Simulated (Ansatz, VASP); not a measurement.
**Two plane-wave programs on TiC2**

File INCAR:

```
PREC = Accurate ; ENCUT = 600
EDIFF = 1E-7 ; ISMEAR = 0
SIGMA = 0.1 ; LREAL = False
LASPH = True ; NELM = 100
ALGO = Normal ; ISIF = 3
LWAVE = False ; LCHARG = False
GGA = PE ; IBRION = 2
NSW = 100 ; EDIFFG = -0.01
```

KPOINTS

```
regular mesh
0
Gamma
  16 16 8
```

Contents of POSCAR:

```
TiC2
1.0
    2.9733383618      0.0000000000      0.0000000000
    0.0000000000      2.9733383618      0.0000000000
    0.0000000000      0.0000000000      5.4696993761
Ti C
1 2
Direct
    0.5000000000      0.5000000000      0.5000000000
    0.0000000000      0.0000000000      0.6246953870
    0.0000000000      0.0000000000      0.3753046130
```

Input for Ansatz:

```yaml
crystal:
  lattice:
    - [2.9733383618, 0.0, 0.0]
    - [0.0, 2.9733383618, 0.0]
    - [0.0, 0.0, 5.4696993761]
  atoms:
    - { symbol: Ti, position: [0.5, 0.5, 0.5] }
    - { symbol: C, position: [0.0, 0.0, 0.624695387] }
    - { symbol: C, position: [0.0, 0.0, 0.375304613] }
basis:
  ecutwfc: 420
kpoints:
  mp_grid: { grid: [16, 16, 8] }
hamiltonian:
  xc: pbe
scf:
  occupations: { method: gaussian, width: 0.1 }
output:
  forces: true
  stress: true
  eigenvalues: true
relax:
  adjacent_minimum: "off"
  f_tol: 0.01
  max_steps: 80
  cell: { stress_tol: 0.05 }
```

Alike in both runs: task relaxation of cell and atoms; functional PBE; k mesh 16 × 16 × 8; occupations gaussian, width 0.1 eV; no spin polarisation.

```csv
,VASP,Ansatz
version,VASP 6.6.1,Ansatz 0.2.0
potentials or method,"VASP PAW PBE potentials, release 64 (Ti_sv, C), cutoff 600 eV","scalar-relativistic, plane waves, PAW"
valence electrons in the cell,20,20
```

|  | VASP | Ansatz | Ansatz less VASP |
| --- | --- | --- | --- |
| gap on the k mesh at the Fermi level, each at its own relaxed structure (eV) | none | none | - |
| relaxed volume (Å³/atom) | 16.11 | 17.48 | +1.374 |
| relaxed length of the cell vector where the two differ most in proportion (Å) | 5.476 | 5.943 | +0.4661 |

A gap of «none» marks a metal or a gap that the smearing closes. One of these differences is far larger than is usual between the two programs; its cause wasn't traced.
